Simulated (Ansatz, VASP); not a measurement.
# Two plane-wave programs on PbSe

```
CELL_PARAMETERS angstrom
5.06851 0.00000 0.00000
-2.53425 4.38946 0.00000
0.00000 0.00000 6.08645
ATOMIC_POSITIONS crystal
Pb 0.33333 0.66667 0.25000
Pb 0.66667 0.33333 0.75000
Se 0.66667 0.33333 0.25000
Se 0.33333 0.66667 0.75000
```

Alike in both runs: task single point; functional r2SCAN; k mesh 6 × 6 × 4; no spin polarisation.

|  | VASP | Ansatz |
| --- | --- | --- |
| version | VASP 6.6.1 | Ansatz 0.2.0 |
| potentials or method | VASP PAW PBE potentials, release 64 (Pb_d, Se) | plane waves, PAW |
| plane-wave cutoff (eV) | 520 | 500 |
| occupations | gaussian, width 0.01 eV | fixed |
| valence electrons in the cell | 40 | 60 |

```tsv
	VASP	Ansatz	Ansatz less VASP
gap on the k mesh at the Fermi level (eV)	1.38	1.38	-0.002
pressure (GPa)	2.8	2.8	-0.02
traceless stress, the component that is largest in VASP (GPa)	0.14	0.15	+0.007
```

VASP's potentials were made for PBE, not for r2SCAN. VASP's potentials hold 40 valence electrons a cell and Ansatz's 60, so a difference there can come from the potentials and not from the codes.

Spin-orbit coupling is off throughout.
